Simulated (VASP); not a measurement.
## GaSb: single point with PBE0

GaSb:

```
Sb Ga
1.0
    -2.75343    2.75343    1.59071
     2.75343   -2.75343    1.59071
     2.75343    2.75343   -1.59071
Sb Ga
1 1
Direct
  0.00000 0.00000 0.00000
  0.75000 0.25000 0.50000
```

- Program: VASP 6.6.1
- Task: single point
- Functional: PBE0
- Potentials or basis: VASP PAW PBE potentials, release 64 (Sb, Ga_d)
- Cutoff: 520 eV
- k mesh: 6 × 6 × 6
- Occupations: fermi-dirac, width 0.05 eV
- Spin: no spin polarisation

```json
{"Pressure": "-2.3 GPa", "Band gap on the k mesh": "zero (bands 9 and 10 overlap by 6.08 eV)"}
```

Stress tensor (GPa, compression positive):
```
-1.37  0.00  0.00
 0.00 -1.37  0.00
 0.00  0.00 -4.06
```

Levels at points of the mesh, in eV from the Fermi level:
| k point | band 5 | band 6 | band 7 | band 8 | band 9 | band 10 | band 11 | band 12 | band 13 | band 14 |
| --- | --- | --- | --- | --- | --- | --- | --- | --- | --- | --- |
| (0.00, 0.00, 0.00) | -18.32 | -13.98 | -3.60 | -2.77 | -2.77 | 3.90 | 5.88 | 8.18 | 8.18 | 8.56 |
| (0.50, 0.00, 0.00) | -18.30 | -9.86 | -6.94 | -3.24 | -2.31 | -1.65 | 2.86 | 3.95 | 5.88 | 8.97 |
| (0.50, 0.50, 0.00) | -18.32 | -12.31 | -9.68 | -0.63 | 2.14 | 2.70 | 2.88 | 5.36 | 7.56 | 9.16 |
| (0.50, 0.50, 0.50) | -18.30 | -11.02 | -7.18 | -6.28 | -6.28 | 4.03 | 5.64 | 11.70 | 11.70 | 13.69 |

Run time: 56 min on 4 MPI ranks on Oxide Virtual Turin-like Processor (shared host), peak memory 0.19 GiB a rank.

Caveat: the k points lie up to 0.38 Å⁻¹ apart, too coarse for converged energies and pressures of a metal; the PAW data sets were made with another functional, which shifts forces and pressure a little; spin-orbit coupling is left out, which moves the levels of the heavy elements.
